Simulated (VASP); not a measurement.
# AlP: single point with PBE

Crystal: AlP.

```
Al P
1.0
     0.00000    2.76744    2.76744
     2.76744    0.00000    2.76744
     2.76744    2.76744    0.00000
Al P
1 1
Cartesian
  0.0000 0.0000 0.0000
  1.3837 1.3837 1.3837
```

| Item | Value |
| --- | --- |
| Program | VASP 6.6.1 |
| Task | single point |
| Functional | PBE |
| Potentials or basis | VASP PAW PBE potentials, release 64 (Al, P) |
| Cutoff | 500 eV |
| k mesh | 4 × 4 × 4 |
| Occupations | gaussian, width 0.01 eV |
| Spin | no spin polarisation |
| Dipole correction | no |
| Further INCAR settings | ALGO = Normal; EDIFF = 1e-06; NBANDS = 11 |

| Item | Value |
| --- | --- |
| Pressure | -0.9 GPa |
| Band gap on the k mesh | 1.63 eV, indirect (least direct gap 2.95 eV) |

Levels at points of the mesh, in eV from the valence-band top:
```tsv
k point	band 2	band 3	band 4	band 5	band 6	band 7
(0.00, 0.00, 0.00)	0.00	0.00	0.00	2.95	4.48	4.48
(0.50, 0.00, 0.00)	-5.37	-0.74	-0.74	2.65	4.78	4.78
(0.50, 0.50, 0.00)	-5.19	-2.03	-2.03	1.63	2.46	10.71
```

It took 9.7 s on 1 thread of Intel(R) Xeon(R) Platinum 8259CL CPU @ 2.50GHz (Skylake/Cascade Lake) (shared host), peak memory 0.15 GiB.

Caveat: the k points lie up to 0.49 Å⁻¹ apart. A k mesh can miss the band edges.
